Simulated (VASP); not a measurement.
Input of a VASP 6.6.1 run:

Contents of INCAR:

```
SYSTEM = AlC2N2
ALGO = Normal ; EDIFF = 1E-7
ENCUT = 520 ; GGA = PE
ISIF = 2 ; ISMEAR = 0
LASPH = .True. ; LCHARG = .False.
LREAL = .False. ; LWAVE = .False.
NBANDS = 32 ; NELM = 100
PREC = Accurate ; SIGMA = 0.1
```

KPOINTS

```
k-points
0
Gamma
  4 4 4
  0 0 0
```

Contents of POSCAR:

```
AlC2N2
1.0
    3.2570973900     -3.5408372100      0.0000000000
    3.2570973900      3.5408372100      0.0000000000
    0.0000000000      0.0000000000      7.0816744100
Al C N
2 4 4
Direct
    0.0000000000      0.0000000000      0.0000000000
    0.5000000000      0.5000000000      0.5000000000
    0.1872191700      0.8127808300      0.8127808300
    0.8127808300      0.1872191700      0.1872191700
    0.1872191700      0.8127808300      0.1872191700
    0.8127808300      0.1872191700      0.8127808300
    0.3040439300      0.6959560700      0.6959560700
    0.6959560700      0.3040439300      0.3040439300
    0.3040439300      0.6959560700      0.3040439300
    0.6959560700      0.3040439300      0.6959560700
```

Potentials or basis: VASP PAW PBE potentials, release 64 (Al, C, N).

The run is started by

```sh
$ cat potpaw_PBE.64/Al/POTCAR potpaw_PBE.64/C/POTCAR potpaw_PBE.64/N/POTCAR > POTCAR
$ mpirun -np 1 vasp_std > vasp.out
```

(1) Predict the pressure.

(2) Predict the band gap on the k mesh.

(3) Estimate the largest force.

## Answers

(1) 4.0 GPa.

(2) zero (band 21 reaches 2.60 eV, above the bottom of band 22 at 2.41 eV).

(3) 2.930 eV/Å.

Caveat: forces of over 1 eV/Å act on the atoms, so gaps and moduli don't describe the material at rest.
